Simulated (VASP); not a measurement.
# SiNi (P2_13) in VASP: relaxation of the atoms with PBEsol

Aim: the relaxation of the atoms of SiNi with PBEsol.

Program: VASP 6.6.1. These are calculated values, not measurements. Logs are shortened: lines on timing, memory, paths and dates and some standing lists are left out, and cuts for length are marked.

**1. The cell of the first run**

Symmetry: P2_13, No. 198, cubic system. The conventional cell has a = 4.423 Å, b = 4.423 Å, c = 4.423 Å, α = 90.00°, β = 90.00°, γ = 90.00°. Si (site symmetry 3) has 7 Ni at 2.32 to 2.40 Å and 6 Si at 2.73 Å within 3.1 Å. Within 3.1 Å of Ni (site symmetry 3) lie 7 Si at 2.32 to 2.40 Å and 6 Ni at 2.73 Å.

**2. Relaxation of the atoms, PBEsol (10.81 Å³/atom)**

Input file INCAR:

```
SYSTEM = SiNi
ALGO = Fast
EDIFF = 1E-7
EDIFFG = -0.01
ENCUT = 520
GGA = PS
IBRION = 2
ISIF = 2
ISMEAR = 0
LASPH = .True.
LCHARG = .False.
LREAL = .False.
LWAVE = .False.
NELM = 100
NSW = 50
PREC = Accurate
SIGMA = 0.1
```

Input file KPOINTS:

```
k-points
0
Gamma
  8 8 8
  0 0 0
```

Input file POSCAR:

```
SiNi
1.0
    4.4228641971      0.0000000000      0.0000000000
    0.0000000000      4.4228641971      0.0000000000
    0.0000000000      0.0000000000      4.4228641971
Si Ni
4 4
Direct
    0.6535260049      0.1535260049      0.3464739951
    0.1535260049      0.3464739951      0.6535260049
    0.3464739951      0.6535260049      0.1535260049
    0.8464739951      0.8464739951      0.8464739951
    0.3509594440      0.8509594440      0.6490405560
    0.8509594440      0.6490405560      0.3509594440
    0.6490405560      0.3509594440      0.8509594440
    0.1490405560      0.1490405560      0.1490405560
```

Potentials or basis: VASP PAW PBE potentials, release 64 (Si, Ni).

Started as:

```
cat potpaw_PBE.64/Si/POTCAR potpaw_PBE.64/Ni/POTCAR > POTCAR
mpirun -np 1 vasp_std > vasp.out
```

OUTCAR:

```text
SYSTEM = SiNi
   EDIFF = 1E-7
   EDIFFG = -0.01
   ENCUT = 520
   GGA = PS
   IBRION = 2
   ISIF = 2
   ISMEAR = 0
   LASPH = .True.
   LREAL = .False.
   NELM = 100
   NSW = 50
   PREC = Accurate

 ion  position               nearest neighbor table
   1  0.654  0.154  0.346-   5 2.32   6 2.36   7 2.36   8 2.36   7 2.40   6 2.40   8 2.40   2 2.73
                             4 2.73   3 2.73   3 2.73   2 2.73   4 2.73
   2  0.154  0.346  0.654-   6 2.32   5 2.36   7 2.36   8 2.36   5 2.40   8 2.40   7 2.40   1 2.73
                             3 2.73   3 2.73   4 2.73   1 2.73   4 2.73
   3  0.346  0.654  0.154-   7 2.32   6 2.36   5 2.36   8 2.36   6 2.40   5 2.40   8 2.40   1 2.73
                             2 2.73   2 2.73   1 2.73   4 2.73   4 2.73
   4  0.846  0.846  0.846-   8 2.32   6 2.36   7 2.36   5 2.36   7 2.40   6 2.40   5 2.40   2 2.73
                             3 2.73   1 2.73   1 2.73   2 2.73   3 2.73
   5  0.351  0.851  0.649-   1 2.32   2 2.36   3 2.36   4 2.36   3 2.40   2 2.40   4 2.40   8 2.73
                             8 2.73   6 2.73   7 2.73   7 2.73   6 2.73
   6  0.851  0.649  0.351-   2 2.32   1 2.36   3 2.36   4 2.36   1 2.40   4 2.40   3 2.40   8 2.73
                             5 2.73   7 2.73   8 2.73   7 2.73   5 2.73
   7  0.649  0.351  0.851-   3 2.32   2 2.36   1 2.36   4 2.36   2 2.40   1 2.40   4 2.40   8 2.73
                             5 2.73   6 2.73   6 2.73   5 2.73   8 2.73
   8  0.149  0.149  0.149-   4 2.32   2 2.36   3 2.36   1 2.36   3 2.40   2 2.40   1 2.40   5 2.73
                             6 2.73   7 2.73   5 2.73   6 2.73   7 2.73

  LATTYP: Found a simple cubic cell.
 ALAT       =     4.4228641971

  Lattice vectors:

 A1 = (   4.4228641971,   0.0000000000,   0.0000000000)
 A2 = (   0.0000000000,   4.4228641971,   0.0000000000)
 A3 = (   0.0000000000,   0.0000000000,   4.4228641971)

Analysis of symmetry for initial positions (statically):
=====================================================================
 Subroutine PRICEL returns:
 Original cell was already a primitive cell.

 Routine SETGRP: Setting up the symmetry group for a
 simple cubic supercell.

 Subroutine GETGRP returns: Found 12 space group operations
 (whereof  3 operations were pure point group operations)
 out of a pool of 48 trial point group operations.

The static configuration has the point symmetry C_3 .
 The point group associated with its full space group is T   .

Analysis of symmetry for dynamics (positions and initial velocities):
=====================================================================
 Subroutine PRICEL returns:
 Original cell was already a primitive cell.

 Routine SETGRP: Setting up the symmetry group for a
 simple cubic supercell.

 Subroutine GETGRP returns: Found 12 space group operations
 (whereof  3 operations were pure point group operations)
 out of a pool of 48 trial point group operations.

The dynamic configuration has the point symmetry C_3 .
 The point group associated with its full space group is T   .

 Subroutine INISYM returns: Found 12 space group operations
 (whereof  3 operations are pure point group operations),
 and found     1 'primitive' translations

----------------------------------------------------------------------------------------

                                     Primitive cell

  volume of cell :      86.5189

  direct lattice vectors                    reciprocal lattice vectors
     4.422864197  0.000000000  0.000000000     0.226097831  0.000000000  0.000000000
     0.000000000  4.422864197  0.000000000     0.000000000  0.226097831  0.000000000
     0.000000000  0.000000000  4.422864197     0.000000000  0.000000000  0.226097831

  length of vectors
     4.422864197  4.422864197  4.422864197     0.226097831  0.226097831  0.226097831

  position of ions in fractional coordinates (direct lattice)
     0.653526005  0.153526005  0.346473995
     0.153526005  0.346473995  0.653526005
     0.346473995  0.653526005  0.153526005
     0.846473995  0.846473995  0.846473995
     0.350959444  0.850959444  0.649040556
     0.850959444  0.649040556  0.350959444
     0.649040556  0.350959444  0.850959444
     0.149040556  0.149040556  0.149040556

  ion indices of the primitive-cell ions
   primitive index   ion index
                 1           1
                 2           2
                 3           3
                 4           4
                 5           5
                 6           6
                 7           7
                 8           8

----------------------------------------------------------------------------------------

 KPOINTS: k-points

Automatic generation of k-mesh.
 Grid dimensions read from file:
 generate k-points for:    8    8    8

 Generating k-lattice:

  Cartesian coordinates                     Fractional coordinates (reciprocal lattice)
     0.028262229  0.000000000  0.000000000     0.125000000  0.000000000  0.000000000
     0.000000000  0.028262229  0.000000000     0.000000000  0.125000000  0.000000000
     0.000000000  0.000000000  0.028262229     0.000000000  0.000000000  0.125000000

  Length of vectors
     0.028262229  0.028262229  0.028262229

  Shift w.r.t. Gamma in fractional coordinates (k-lattice)
     0.000000000  0.000000000  0.000000000

 Subroutine IBZKPT returns following result:
 ===========================================

 Found     45 irreducible k-points:

 Following reciprocal coordinates:
            Coordinates               Weight
  0.000000  0.000000  0.000000      1.000000
  0.125000  0.000000  0.000000      6.000000
  0.250000  0.000000  0.000000      6.000000
  0.375000  0.000000  0.000000      6.000000
  0.500000  0.000000  0.000000      3.000000
  0.125000  0.125000  0.000000     12.000000
[... 16 lines left out ...]
  0.250000  0.125000  0.125000     24.000000
  0.375000  0.125000  0.125000     24.000000
 [... further k-points ...]
   k-points           NKPTS =     45   k-points in BZ     NKDIM =     45   number of bands    NBANDS=     33
   number of dos      NEDOS =    301   number of ions     NIONS =      8
   total plane-waves  NPLWV =  46656
   dimension x,y,z NGX =    36 NGY =   36 NGZ =   36
   dimension x,y,z NGXF=    72 NGYF=   72 NGZF=   72
   ions per type =               4   4
   NGX,Y,Z   is equivalent  to a cutoff of  13.53, 13.53, 13.53 a.u.
   NGXF,Y,Z  is equivalent  to a cutoff of  27.06, 27.06, 27.06 a.u.
 SYSTEM =  SiNi
   PREC   = accura    normal or accurate (medium, high low for compatibility)
   ISTART =      0    job   : 0-new  1-cont  2-samecut
   ICHARG =      2    charge: 1-file 2-atom 10-const
   ISPIN  =      1    spin polarized calculation?
   LNONCOLLINEAR =      F non collinear calculations
   LSORBIT =      F    spin-orbit coupling
   LASPH  =      T    aspherical Exc in radial PAW
   ENCUT  =  520.0 eV  38.22 Ry    6.18 a.u.   8.22  8.22  8.22*2*pi/ulx,y,z
   NELM   =    100;   NELMIN=  2; NELMDL= -5     # of ELM steps
   EDIFF  = 0.1E-06   stopping-criterion for ELM
   LREAL  =      F    real-space projection
   EDIFFG = -.1E-01   stopping-criterion for IOM
   NSW    =     50    number of steps for IOM
   IBRION =      2    ionic relax: 0-MD 1-quasi-New 2-CG
   NFREE  =      1    steps in history (QN), initial steepest desc. (CG)
   ISIF   =      2    stress and relaxation
   ISYM   =      2    0-nonsym 1-usesym 2-fastsym
   POTIM  = 0.5000    time-step for ionic-motion
   TEBEG  =    0.0;   TEEND  =   0.0 temperature during run
   PSTRESS=    0.0 pullay stress
   NELECT =      56.0000    total number of electrons
   NUPDOWN=      -1.0000    fix difference up-down
   EMIN   =  10.00;   EMAX   =-10.00  energy-range for DOS
   EFERMI =   0.00;   METHOD = LEGACY
   ISMEAR =     0;   SIGMA  =   0.10  broadening in eV -4-tet -1-fermi 0-gaus
   EFERMI_NEDOS =   21; number of points for ismear=-14 and -15
   IALGO  =     68    algorithm
   IMIX   =      4    mixing-type and parameters
     AMIX     =   0.40;   BMIX     =  1.00
     AMIX_MAG =   1.60;   BMIX_MAG =  1.00
  volume/ion in A,a.u.               =      10.81        72.98
  Fermi-wavevector in a.u.,A,eV,Ry     =   1.416122  2.676082 27.285131  2.005401
  Thomas-Fermi vector in A             =   2.537489
   LORBIT       =      0    0 simple, 1 ext, 2 COOP (PROOUT), +10 PAW based schemes
   GGA     = PS    functional components
   LHFCALC =     F    Hartree Fock is set to
   AEXX    =    0.0000 exact exchange contribution
   IVDW    =     0    specifies the selected vdW correction
   LEPSILON=     F    determine dielectric tensor
   LRPA    =     F    only Hartree local field effects (RPA)
 conjugate gradient relaxation of ions
 non-spin polarized calculation
 RMM-DIIS sequential band-by-band and
 Gauss-broadening in eV      SIGMA  =   0.10
  energy-cutoff  :      520.00
  volume of cell :       86.52
 maximum number of plane-waves:      2360
 NGX is ok and might be reduce to    36
   NGX = 17   NGY = 17   NGZ = 17

--------------------------------------- Ionic step        1  -------------------------------------------

 number of electron      56.0000004 magnetization

 Free energy of the ion-electron system (eV)
  ---------------------------------------------------
  ext. energy  EPLUGINS =         0.00000000
  ---------------------------------------------------
  free energy    TOTEN  =       -51.53160635 eV

  energy without entropy =      -51.52114582  energy(sigma->0) =      -51.52637609

------------------------ aborting loop because EDIFF is reached ----------------------------------------

  FORCE on cell =-STRESS in cart. coord.  units (eV):
  Direction    XX          YY          ZZ          XY          YZ          ZX
  --------------------------------------------------------------------------------------
  -------------------------------------------------------------------------------------
  Total        3.6890885      3.6890885      3.6890885      0.0000000     -0.0000000      0.0000000
  in kB       68.3154350     68.3154350     68.3154350      0.0000000     -0.0000000      0.0000000
  external PRESSURE =      68.3154350 kB  Pullay stress =       0.0000000 kB
[... 69 lines left out ...]
  energy  without entropy=      -51.5213187904  energy(sigma->0) =      -51.52654422

--------------------------------------- Ionic step        3  -------------------------------------------

 number of electron      56.0000001 magnetization

 Free energy of the ion-electron system (eV)
  ---------------------------------------------------
  ext. energy  EPLUGINS =         0.00000000
  ---------------------------------------------------
  free energy    TOTEN  =       -51.53186939 eV

  energy without entropy =      -51.52143035  energy(sigma->0) =      -51.52664987

 E-fermi :  12.7332     XC(G=0): -12.9470

 val. band max:       12.6944607051   @ k =  -0.1250   0.3750   0.0000
 cond. band min:      12.7789337690   @ k =   0.2500   0.2500   0.0000
 fundamental gap:      0.0844730639
 Fermi energy:        12.7332119892

 k-point     1 :       0.0000    0.0000    0.0000
  band No.  band energies     occupation
      1      -2.0290      2.00000
      2       3.5832      2.00000
      3       3.5832      2.00000
      4       3.5832      2.00000
      5       6.0695      2.00000
      6       6.0695      2.00000
[... 853 lines left out ...]
     32      14.4759      0.00000
     33      14.9614      0.00000

 [... further k-points ...]

------------------------ aborting loop because EDIFF is reached ----------------------------------------

  FORCE on cell =-STRESS in cart. coord.  units (eV):
  Direction    XX          YY          ZZ          XY          YZ          ZX
  --------------------------------------------------------------------------------------
  -------------------------------------------------------------------------------------
  Total        3.6787250      3.6787250      3.6787250      0.0000000      0.0000000      0.0000000
  in kB       68.1235228     68.1235228     68.1235228      0.0000000      0.0000000      0.0000000
  external PRESSURE =      68.1235228 kB  Pullay stress =       0.0000000 kB
[... 23 lines left out ...]
  FREE ENERGIE OF THE ION-ELECTRON SYSTEM (eV)
  ---------------------------------------------------
  free  energy   TOTEN  =       -51.5318693901 eV

  energy  without entropy=      -51.5214303490  energy(sigma->0) =      -51.52664987

 reached required accuracy - stopping structural energy minimisation
```

It took 5 min on 1 thread of Oxide Virtual Turin-like, shared host; peak memory 0.24 GiB.

What came out:

```
Free energy                  : -51.5319 eV
Energy gained by relaxing    : 0.0 meV/atom
Ionic steps                  : 3
Pressure after relaxing      : 6.8 GPa
Largest force after relaxing : 0.007 eV/Å
Band gap on the k mesh       : zero (bands 28 and 29 overlap by 1.29 eV)
```

Forces in eV/Å, atoms in the order of the input:
```
Si   0.003  0.003 -0.003
Si   0.003 -0.003  0.003
Si  -0.003  0.003  0.003
Si  -0.003 -0.003 -0.003
Ni  -0.004 -0.004  0.004
Ni  -0.004  0.004 -0.004
Ni   0.004 -0.004 -0.004
Ni   0.004  0.004  0.004
```

Step by step:
| step | energy change (eV) | largest force (eV/Å) | pressure (GPa) |
| --- | --- | --- | --- |
| 1 | 0.0000 | 0.0270 | 6.83 |
| 2 | -0.0002 | 0.0183 | 6.85 |
| 3 | -0.0003 | 0.0074 | 6.81 |

Final structure:
```
Si Ni
1.0
     4.42286    0.00000    0.00000
     0.00000    4.42286    0.00000
     0.00000    0.00000    4.42286
Si Ni
4 4
Cartesian
  2.8893 0.6779 1.5336
  0.6779 1.5336 2.8893
  1.5336 2.8893 0.6779
  3.7450 3.7450 3.7450
  1.5505 3.7619 2.8724
  3.7619 2.8724 1.5505
  2.8724 1.5505 3.7619
  0.6609 0.6609 0.6609
```

Levels at points of the mesh, in eV from the Fermi level:
```csv
k point,band 24,band 25,band 26,band 27,band 28,band 29,band 30,band 31,band 32,band 33
"(0.00, 0.00, 0.00)",-2.45,-1.75,-1.75,-1.75,1.10,1.10,1.10,1.40,1.40,2.05
"(0.50, 0.00, 0.00)",-2.31,-2.16,-2.16,-0.69,-0.69,-0.18,-0.18,2.86,2.90,3.00
"(0.50, 0.50, 0.00)",-2.62,-1.67,-1.67,-1.05,-1.05,0.40,0.40,0.90,0.90,3.97
"(0.50, 0.50, 0.50)",-2.88,-1.93,-1.93,-1.93,-1.93,4.44,4.44,4.44,4.44,4.67
```

Caveat: the PAW data sets were made with another functional, which shifts forces and pressure a little. Spin polarisation is off, so any magnetic state and its effect on volume and gap are missing.
